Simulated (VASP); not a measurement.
# H4BrN (P-43m) in VASP: notebook

H4BrN is run at these levels: LDA; tasks: single point, relaxation of cell and atoms.

Program: VASP 6.6.1. These are calculated values, not measurements. Logs are shortened: lines on timing, memory, paths and dates and some standing lists are left out, and cuts for length are marked.

## Step 1: The cell of the first run

Symmetry: P-43m, No. 215, cubic system. Conventional cell: a = 3.890 Å, b = 3.890 Å, c = 3.890 Å, α = 90.00°, β = 90.00°, γ = 90.00°. Within 1.4 Å of H (site symmetry 3m) lie 1 N at 1.05 Å. Within 3.1 Å of Br (site symmetry -43m) lie 4 H at 2.32 Å. N (site symmetry -43m) has 4 H at 1.05 Å within 1.4 Å.

## Step 2: Single point, LDA

Input file INCAR:

```
SYSTEM = H4BrN
ALGO = Normal
EDIFF = 1E-7
ENCUT = 520
ISIF = 2
ISMEAR = -1
LASPH = .True.
LCHARG = .False.
LREAL = .False.
LWAVE = .False.
NBANDS = 17
NELM = 60
PREC = Accurate
SIGMA = 0.01
```

Input file KPOINTS:

```
k-points
0
Gamma
  4 4 4
  0 0 0
```

Input file POSCAR:

```
H4BrN
1.0
    3.8904913715      0.0000000000      0.0000000000
    0.0000000000      3.8904913715      0.0000000000
    0.0000000000      0.0000000000      3.8904913715
H Br N
4 1 1
Direct
    0.1556976959      0.1556976959      0.1556976959
    0.1556976959      0.8443023041      0.8443023041
    0.8443023041      0.1556976959      0.8443023041
    0.8443023041      0.8443023041      0.1556976959
    0.5000000000      0.5000000000      0.5000000000
    0.0000000000      0.0000000000      0.0000000000
```

Potentials or basis: VASP PAW LDA potentials, release 64 (H, Br, N).

Started as:

```sh
$ cat potpaw_LDA.64/H/POTCAR potpaw_LDA.64/Br/POTCAR potpaw_LDA.64/N/POTCAR > POTCAR
$ mpirun -np 1 vasp_std > vasp.out
```

OUTCAR:

```text
SYSTEM = H4BrN
   EDIFF = 1E-7
   ENCUT = 520
   ISIF = 2
   ISMEAR = -1
   LASPH = .True.
   LREAL = .False.
   NELM = 60
   PREC = Accurate

 ion  position               nearest neighbor table
   1  0.156  0.156  0.156-   6 1.05
   2  0.156  0.844  0.844-   6 1.05
   3  0.844  0.156  0.844-   6 1.05
   4  0.844  0.844  0.156-   6 1.05
   5  0.500  0.500  0.500-
   6  0.000  0.000  0.000-   1 1.05   2 1.05   3 1.05   4 1.05

  LATTYP: Found a simple cubic cell.
 ALAT       =     3.8904913715

  Lattice vectors:

 A1 = (   3.8904913715,   0.0000000000,   0.0000000000)
 A2 = (   0.0000000000,   3.8904913715,   0.0000000000)
 A3 = (   0.0000000000,   0.0000000000,   3.8904913715)

Analysis of symmetry for initial positions (statically):
=====================================================================
 Subroutine PRICEL returns:
 Original cell was already a primitive cell.

 Routine SETGRP: Setting up the symmetry group for a
 simple cubic supercell.

 Subroutine GETGRP returns: Found 24 space group operations
 (whereof 24 operations were pure point group operations)
 out of a pool of 48 trial point group operations.

The static configuration has the point symmetry T_d .

Analysis of symmetry for dynamics (positions and initial velocities):
=====================================================================
 Subroutine PRICEL returns:
 Original cell was already a primitive cell.

 Routine SETGRP: Setting up the symmetry group for a
 simple cubic supercell.

 Subroutine GETGRP returns: Found 24 space group operations
 (whereof 24 operations were pure point group operations)
 out of a pool of 48 trial point group operations.

The dynamic configuration has the point symmetry T_d .

 Subroutine INISYM returns: Found 24 space group operations
 (whereof 24 operations are pure point group operations),
 and found     1 'primitive' translations

----------------------------------------------------------------------------------------

                                     Primitive cell

  volume of cell :      58.8862

  direct lattice vectors                    reciprocal lattice vectors
     3.890491372  0.000000000  0.000000000     0.257036941  0.000000000  0.000000000
     0.000000000  3.890491372  0.000000000     0.000000000  0.257036941  0.000000000
     0.000000000  0.000000000  3.890491372     0.000000000  0.000000000  0.257036941

  length of vectors
     3.890491372  3.890491372  3.890491372     0.257036941  0.257036941  0.257036941

  position of ions in fractional coordinates (direct lattice)
     0.155697696  0.155697696  0.155697696
     0.155697696  0.844302304  0.844302304
     0.844302304  0.155697696  0.844302304
     0.844302304  0.844302304  0.155697696
     0.500000000  0.500000000  0.500000000
     0.000000000  0.000000000  0.000000000

  ion indices of the primitive-cell ions
   primitive index   ion index
                 1           1
                 2           2
                 3           3
                 4           4
                 5           5
                 6           6

----------------------------------------------------------------------------------------

 KPOINTS: k-points

Automatic generation of k-mesh.
 Grid dimensions read from file:
 generate k-points for:    4    4    4

 Generating k-lattice:

  Cartesian coordinates                     Fractional coordinates (reciprocal lattice)
     0.064259235  0.000000000  0.000000000     0.250000000  0.000000000  0.000000000
     0.000000000  0.064259235  0.000000000     0.000000000  0.250000000  0.000000000
     0.000000000  0.000000000  0.064259235     0.000000000  0.000000000  0.250000000

  Length of vectors
     0.064259235  0.064259235  0.064259235

  Shift w.r.t. Gamma in fractional coordinates (k-lattice)
     0.000000000  0.000000000  0.000000000

 Subroutine IBZKPT returns following result:
 ===========================================

 Found     10 irreducible k-points:

 Following reciprocal coordinates:
            Coordinates               Weight
  0.000000  0.000000  0.000000      1.000000
  0.250000  0.000000  0.000000      6.000000
  0.500000  0.000000  0.000000      3.000000
  0.250000  0.250000  0.000000     12.000000
  0.500000  0.250000  0.000000     12.000000
  0.500000  0.500000  0.000000      3.000000
  0.250000  0.250000  0.250000      8.000000
  0.500000  0.250000  0.250000     12.000000
  0.500000  0.500000  0.250000      6.000000
  0.500000  0.500000  0.500000      1.000000
   k-points           NKPTS =     10   k-points in BZ     NKDIM =     10   number of bands    NBANDS=     17
   number of dos      NEDOS =    301   number of ions     NIONS =      6
   total plane-waves  NPLWV =  27000
   dimension x,y,z NGX =    30 NGY =   30 NGZ =   30
   dimension x,y,z NGXF=    60 NGYF=   60 NGZF=   60
   ions per type =               4   1   1
   NGX,Y,Z   is equivalent  to a cutoff of  12.82, 12.82, 12.82 a.u.
   NGXF,Y,Z  is equivalent  to a cutoff of  25.64, 25.64, 25.64 a.u.
 SYSTEM =  H4BrN
   PREC   = accura    normal or accurate (medium, high low for compatibility)
   ISTART =      0    job   : 0-new  1-cont  2-samecut
   ICHARG =      2    charge: 1-file 2-atom 10-const
   ISPIN  =      1    spin polarized calculation?
   LNONCOLLINEAR =      F non collinear calculations
   LSORBIT =      F    spin-orbit coupling
   LASPH  =      T    aspherical Exc in radial PAW
   ENCUT  =  520.0 eV  38.22 Ry    6.18 a.u.   7.23  7.23  7.23*2*pi/ulx,y,z
   NELM   =     60;   NELMIN=  2; NELMDL= -5     # of ELM steps
   EDIFF  = 0.1E-06   stopping-criterion for ELM
   LREAL  =      F    real-space projection
   EDIFFG = 0.1E-05   stopping-criterion for IOM
   NSW    =      0    number of steps for IOM
   IBRION =     -1    ionic relax: 0-MD 1-quasi-New 2-CG
   NFREE  =      0    steps in history (QN), initial steepest desc. (CG)
   ISIF   =      2    stress and relaxation
   ISYM   =      2    0-nonsym 1-usesym 2-fastsym
   POTIM  = 0.5000    time-step for ionic-motion
   TEBEG  =    0.0;   TEEND  =   0.0 temperature during run
   PSTRESS=    0.0 pullay stress
   NELECT =      16.0000    total number of electrons
   NUPDOWN=      -1.0000    fix difference up-down
   EMIN   =  10.00;   EMAX   =-10.00  energy-range for DOS
   EFERMI =   0.00;   METHOD = LEGACY
   ISMEAR =    -1;   SIGMA  =   0.01  broadening in eV -4-tet -1-fermi 0-gaus
   EFERMI_NEDOS =   21; number of points for ismear=-14 and -15
   IALGO  =     38    algorithm
   IMIX   =      4    mixing-type and parameters
     AMIX     =   0.40;   BMIX     =  1.00
     AMIX_MAG =   1.60;   BMIX_MAG =  1.00
  volume/ion in A,a.u.               =       9.81        66.23
  Fermi-wavevector in a.u.,A,eV,Ry     =   1.060336  2.003745 15.297213  1.124313
  Thomas-Fermi vector in A             =   2.195714
   LORBIT       =      0    0 simple, 1 ext, 2 COOP (PROOUT), +10 PAW based schemes
   GGA     = CA    functional components
   LHFCALC =     F    Hartree Fock is set to
   AEXX    =    0.0000 exact exchange contribution
   IVDW    =     0    specifies the selected vdW correction
   LEPSILON=     F    determine dielectric tensor
   LRPA    =     F    only Hartree local field effects (RPA)
 non-spin polarized calculation
  energy-cutoff  :      520.00
  volume of cell :       58.89
 maximum number of plane-waves:      1622
 NGX is ok and might be reduce to    30
   NGX = 15   NGY = 15   NGZ = 15

 number of electron      16.0000000 magnetization

 Free energy of the ion-electron system (eV)
  ---------------------------------------------------
  ext. energy  EPLUGINS =         0.00000000
  ---------------------------------------------------
  free energy    TOTEN  =       -28.65940222 eV

  energy without entropy =      -28.65940222  energy(sigma->0) =      -28.65940222

 E-fermi :   0.2406     XC(G=0):  -9.0851

 val. band max:       -0.0719978400   @ k =   0.5000   0.5000   0.0000
 cond. band min:       4.2559071007   @ k =   0.0000   0.0000   0.0000
 fundamental gap:      4.3279049407
 Fermi energy:         0.2406369527

 k-point     1 :       0.0000    0.0000    0.0000
  band No.  band energies     occupation
      1     -17.6532      2.00000
      2     -12.8419      2.00000
      3      -7.0705      2.00000
      4      -7.0705      2.00000
      5      -7.0705      2.00000
      6      -0.0837      2.00000
[... 9 lines left out ...]
     16      15.1185      0.00000
     17      15.1185      0.00000

 k-point     2 :       0.2500    0.0000    0.0000
  band No.  band energies     occupation
      1     -17.5765      2.00000
      2     -12.9087      2.00000
      3      -7.1083      2.00000
      4      -7.0051      2.00000
      5      -7.0051      2.00000
      6      -1.3046      2.00000
[... 9 lines left out ...]
     16      13.3486      0.00000
     17      13.3486      0.00000

 k-point     3 :       0.5000    0.0000    0.0000
  band No.  band energies     occupation
      1     -17.4961      2.00000
      2     -12.9851      2.00000
      3      -7.1094      2.00000
      4      -6.9374      2.00000
      5      -6.9374      2.00000
      6      -2.1971      2.00000
[... 9 lines left out ...]
     16      12.1438      0.00000
     17      12.1438      0.00000

 k-point     4 :       0.2500    0.2500    0.0000
  band No.  band energies     occupation
      1     -17.5153      2.00000
      2     -12.8780      2.00000
      3      -7.3589      2.00000
      4      -7.0701      2.00000
      5      -6.8986      2.00000
      6      -1.3589      2.00000
[... 9 lines left out ...]
     16      13.6564      0.00000
     17      14.0428      0.00000

 k-point     5 :       0.5000    0.2500    0.0000
  band No.  band energies     occupation
      1     -17.4521      2.00000
      2     -12.8521      2.00000
      3      -7.3806      2.00000
      4      -7.3082      2.00000
      5      -6.8453      2.00000
      6      -1.6686      2.00000
[... 9 lines left out ...]
     16      13.0364      0.00000
     17      14.2952      0.00000

 k-point     6 :       0.5000    0.5000    0.0000
  band No.  band energies     occupation
      1     -17.4072      2.00000
      2     -12.7070      2.00000
      3      -7.6349      2.00000
      4      -7.6349      2.00000
      5      -6.7920      2.00000
      6      -1.1073      2.00000
[... 9 lines left out ...]
     16      14.5275      0.00000
     17      15.9232      0.00000

 k-point     7 :       0.2500    0.2500    0.2500
  band No.  band energies     occupation
      1     -17.4645      2.00000
      2     -12.8065      2.00000
      3      -7.2626      2.00000
      4      -7.2626      2.00000
      5      -7.0608      2.00000
      6      -1.0573      2.00000
[... 9 lines left out ...]
     16      13.3597      0.00000
     17      13.6235      0.00000

 k-point     8 :       0.5000    0.2500    0.2500
  band No.  band energies     occupation
      1     -17.4121      2.00000
      2     -12.7337      2.00000
      3      -7.4501      2.00000
      4      -7.2154      2.00000
      5      -7.1602      2.00000
      6      -1.5285      2.00000
[... 9 lines left out ...]
     16      13.5467      0.00000
     17      15.1433      0.00000

 k-point     9 :       0.5000    0.5000    0.2500
  band No.  band energies     occupation
      1     -17.3717      2.00000
      2     -12.6061      2.00000
      3      -7.5093      2.00000
      4      -7.5093      2.00000
      5      -7.0889      2.00000
      6      -1.4345      2.00000
[... 9 lines left out ...]
     16      14.9904      0.00000
     17      17.2625      0.00000

 k-point    10 :       0.5000    0.5000    0.5000
  band No.  band energies     occupation
      1     -17.3353      2.00000
      2     -12.4987      2.00000
      3      -7.3729      2.00000
      4      -7.3729      2.00000
      5      -7.3729      2.00000
      6      -1.7657      2.00000
[... 9 lines left out ...]
     16      17.8529      0.00000
     17      17.8578      0.00000

------------------------ aborting loop because EDIFF is reached ----------------------------------------

  FORCE on cell =-STRESS in cart. coord.  units (eV):
  Direction    XX          YY          ZZ          XY          YZ          ZX
  --------------------------------------------------------------------------------------
  -------------------------------------------------------------------------------------
  Total        0.0404436      0.0404436      0.0404436     -0.0000000      0.0000000      0.0000000
  in kB        1.1003901      1.1003901      1.1003901     -0.0000000      0.0000000      0.0000000
  external PRESSURE =       1.1003901 kB  Pullay stress =       0.0000000 kB

 VOLUME and BASIS-vectors are now :
 -----------------------------------------------------------------------------
  energy-cutoff  :      520.00
  volume of cell :       58.89
      direct lattice vectors                 reciprocal lattice vectors
     3.890491372  0.000000000  0.000000000     0.257036941  0.000000000  0.000000000
     0.000000000  3.890491372  0.000000000     0.000000000  0.257036941  0.000000000
     0.000000000  0.000000000  3.890491372     0.000000000  0.000000000  0.257036941

 POSITION                                       TOTAL-FORCE (eV/Angst)
 -----------------------------------------------------------------------------------
      0.60574      0.60574      0.60574         0.054547      0.054547      0.054547
      0.60574      3.28475      3.28475         0.054547     -0.054547     -0.054547
      3.28475      0.60574      3.28475        -0.054547      0.054547     -0.054547
      3.28475      3.28475      0.60574        -0.054547     -0.054547      0.054547
      1.94525      1.94525      1.94525         0.000000      0.000000      0.000000
      0.00000      0.00000      0.00000         0.000000      0.000000      0.000000
 -----------------------------------------------------------------------------------
    total drift:                                0.000000      0.000000      0.000000

  FREE ENERGIE OF THE ION-ELECTRON SYSTEM (eV)
  ---------------------------------------------------
  free  energy   TOTEN  =       -28.6594022247 eV

  energy  without entropy=      -28.6594022247  energy(sigma->0) =      -28.65940222
```

Run time: 6.7 s. Hardware: 1 thread of Intel Xeon 6975P-C (Granite Rapids), shared host; peak memory 0.14 GiB.

Results:

```
Free energy            : -28.6594 eV
Pressure               : 0.1 GPa
Largest force          : 0.094 eV/Å
Band gap on the k mesh : 4.33 eV, indirect (least direct gap 4.34 eV)
```

Forces on the atoms (eV/Å):
```
H    0.055  0.055  0.055
H    0.055 -0.055 -0.055
H   -0.055  0.055 -0.055
H   -0.055 -0.055  0.055
Br   0.000  0.000  0.000
N    0.000  0.000  0.000
```

Levels at points of the mesh, in eV from the valence-band top:
```tsv
k point	band 6	band 7	band 8	band 9	band 10	band 11
(0.00, 0.00, 0.00)	-0.01	-0.01	-0.01	4.33	6.61	6.61
(0.50, 0.00, 0.00)	-2.13	-0.24	-0.24	7.26	8.60	8.79
(0.50, 0.50, 0.00)	-1.04	-1.04	0.00	5.54	6.46	7.95
(0.50, 0.50, 0.50)	-1.69	-1.69	-1.69	7.96	7.96	7.96
```

## Step 3: Relaxation of cell and atoms, LDA

This run uses another cell than the first one, of 10.67 Å³/atom, 1.087 times its volume.

Input file INCAR:

```
ALGO = Normal ; EDIFF = 1E-6
EDIFFG = -0.02 ; ENCUT = 600
IBRION = 2 ; ISIF = 3
ISMEAR = -1 ; LASPH = T
LCHARG = F ; LREAL = F
LWAVE = F ; NELM = 100
NSW = 50 ; PREC = Accurate
SIGMA = 0.01
```

Input file KPOINTS:

```
k-points
0
Gamma
  4 4 4
```

Input file POSCAR:

```
H4BrN
1.0
    4.0000000000      0.0000000000      0.0000000000
    0.0000000000      4.0000000000      0.0000000000
    0.0000000000      0.0000000000      4.0000000000
H Br N
4 1 1
Direct
    0.1480000000      0.1480000000      0.1480000000
    0.1480000000      0.8520000000      0.8520000000
    0.8520000000      0.1480000000      0.8520000000
    0.8520000000      0.8520000000      0.1480000000
    0.5000000000      0.5000000000      0.5000000000
    0.0000000000      0.0000000000      0.0000000000
```

Potentials or basis: VASP PAW LDA potentials, release 64 (H, Br, N).

Started as:

```sh
$ cat potpaw_LDA.64/H/POTCAR potpaw_LDA.64/Br/POTCAR potpaw_LDA.64/N/POTCAR > POTCAR
$ mpirun -np 1 vasp_std > vasp.out
```

Wall time 25 s (1 thread of Intel Xeon 6975P-C (Granite Rapids), shared host); peak memory 0.16 GiB.

The run converged. Its results:

| Quantity | Value |
| --- | --- |
| Free energy | -28.6686 eV |
| Relaxed volume | 9.74 Å³/atom |
| Relaxed cell | a = 3.880 Å, b = 3.880 Å, c = 3.880 Å, α = 90.00°, β = 90.00°, γ = 90.00° |
| Space group after relaxing (to 0.05 Å) | P-43m (No. 215) |
| Energy gained by relaxing | 14.9 meV/atom |
| Ionic steps | 10 |
| Pressure after relaxing | 0.0 GPa |
| Band gap on the k mesh | 4.37 eV, indirect (the least direct gap lies 1.3 meV higher) |

Step by step:
```csv
step,energy change (eV),largest force (eV/Å),pressure (GPa),volume (Å³)
1,0.0000,0.9557,1.16,64.00
2,-0.0021,0.7384,-5.04,64.72
3,-0.0436,0.0482,-2.09,64.35
4,-0.0581,0.0480,-1.77,63.25
5,-0.0858,0.0542,-0.55,60.03
6,-0.0493,0.0846,3.39,53.90
7,-0.0891,0.0913,0.26,58.65
8,-0.0892,0.0909,0.38,58.46
9,-0.0866,0.2195,-0.81,58.35
10,-0.0897,0.0002,0.04,58.43
```

Final structure:
```cif
data_structure
_symmetry_space_group_name_H-M 'P 1'
_symmetry_Int_Tables_number 1
_cell_length_a 3.8803
_cell_length_b 3.8803
_cell_length_c 3.8803
_cell_angle_alpha 90.000
_cell_angle_beta 90.000
_cell_angle_gamma 90.000
_cell_volume 58.43
loop_
_atom_site_label
_atom_site_type_symbol
_atom_site_fract_x
_atom_site_fract_y
_atom_site_fract_z
_atom_site_occupancy
H1 H 0.15652 0.15652 0.15652 1
H2 H 0.15652 0.84348 0.84348 1
H3 H 0.84348 0.15652 0.84348 1
H4 H 0.84348 0.84348 0.15652 1
Br1 Br 0.50000 0.50000 0.50000 1
N1 N 0.00000 0.00000 0.00000 1
```

Levels at points of the mesh, in eV from the valence-band top:
```tsv
k point	band 6	band 7	band 8	band 9	band 10	band 11
(0.00, 0.00, 0.00)	0.00	0.00	0.00	4.37	6.61	6.61
(0.50, 0.00, 0.00)	-2.14	-0.24	-0.24	7.31	8.66	8.80
(0.50, 0.50, 0.00)	-1.03	-1.03	0.00	5.55	6.47	7.95
(0.50, 0.50, 0.50)	-1.71	-1.71	-1.71	8.00	8.00	8.00
```

LDA gaps usually lie below the measured ones, often by a third to a half. Zero-point motion and thermal expansion aren't in these numbers.
